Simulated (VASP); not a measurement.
## Mo: single point with r2SCAN

Mo:

```
Mo
1.0
    -1.59083    1.59083    1.59083
     1.59083   -1.59083    1.59083
     1.59083    1.59083   -1.59083
Mo
1
Cartesian
  0.0000 0.0000 0.0000
```

* Program: VASP 6.6.1
* Task: single point
* Functional: r2SCAN
* Potentials or basis: VASP PAW PBE potentials, release 64 (Mo_sv)
* Cutoff: 520 eV
* k mesh: 18 × 18 × 18
* Occupations: gaussian, width 0.1 eV
* Spin: no spin polarisation

The pressure is -6.5 GPa and the band gap on the k mesh is zero (bands 7 and 8 overlap by 5.34 eV).

Levels at points of the mesh, in eV from the Fermi level:
| k point | band 5 | band 6 | band 7 | band 8 | band 9 | band 10 |
| --- | --- | --- | --- | --- | --- | --- |
| (0.00, 0.00, 0.00) | -7.57 | -1.37 | -1.37 | -1.37 | 1.86 | 1.86 |
| (0.50, 0.00, 0.00) | -5.42 | -3.45 | 1.46 | 1.82 | 2.49 | 4.71 |
| (0.50, 0.50, 0.50) | -5.41 | -5.41 | 3.96 | 3.96 | 3.96 | 9.23 |

It took 77 s on 1 thread of Intel(R) Xeon(R) 6975P-C (Granite Rapids), with other jobs on the host, peak memory 0.15 GiB.

Caveat: the cell stands under tension; the PAW data sets were made with another functional, which shifts forces and pressure a little.
